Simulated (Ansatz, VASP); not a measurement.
Na2S in VASP and in Ansatz

File INCAR:

```
PREC     = Accurate       # precision mode
ENCUT    = 500            # plane-wave cutoff, eV
EDIFF    = 1E-6           # SCF threshold, eV
ISMEAR   = 0              # smearing method
SIGMA    = 0.01           # smearing width, eV
LREAL    = False          # projectors in reciprocal space
LASPH    = True           # aspherical terms in the spheres
NELM     = 120            # most SCF steps
ALGO     = Normal         # electronic algorithm
ISIF     = 2              # what is computed and relaxed
LWAVE    = False          # write WAVECAR
LCHARG   = False          # write CHGCAR
GGA      = PE             # functional
NBANDS   = 17             # bands
GGA_COMPAT= False
```

KPOINTS

```
regular mesh
0
Gamma
  5 5 5
```

The input POSCAR:

```
Na2S
1.0
    0.0000000000      3.2292580901      3.2292580901
    3.2292580901      0.0000000000      3.2292580901
    3.2292580901      3.2292580901      0.0000000000
Na S
2 1
Direct
    0.2500000000      0.2500000000      0.2500000000
    0.7500000000      0.7500000000      0.7500000000
    0.0000000000      0.0000000000      0.0000000000
```

Input for Ansatz:

```yaml
crystal:
  lattice:
    - [0.0, 3.2292580901283174, 3.2292580901283174]
    - [3.2292580901283174, 0.0, 3.2292580901283174]
    - [3.2292580901283174, 3.2292580901283174, 0.0]
  atoms:
    - { symbol: Na, position: [0.25, 0.25, 0.25] }
    - { symbol: Na, position: [0.75, 0.75, 0.75] }
    - { symbol: S, position: [0.0, 0.0, 0.0] }
basis:
  ecutwfc: 500.0
kpoints:
  mp_grid:
    grid: [5, 5, 5]
hamiltonian:
  xc: pbe
  pseudopotentials:
    kind: paw
scf:
  occupations:
    method: fixed
output:
  stress: true
```

Alike in both runs: task single point; functional PBE; k mesh 5 × 5 × 5; no spin polarisation.

|  | VASP | Ansatz |
| --- | --- | --- |
| version | VASP 6.6.1 | Ansatz 0.2.0 |
| potentials or method | VASP PAW PBE potentials, release 64 (Na_pv, S), cutoff 500 eV | plane waves, PAW |
| occupations | gaussian, width 0.01 eV | fixed |
| valence electrons in the cell | 20 | 24 |

|  | VASP | Ansatz | Ansatz less VASP |
| --- | --- | --- | --- |
| pressure (GPa) | 1.6 | 1.6 | -0.01 |

VASP's potentials hold 20 valence electrons a cell and Ansatz's 24, so a difference there can come from the potentials and not from the codes.
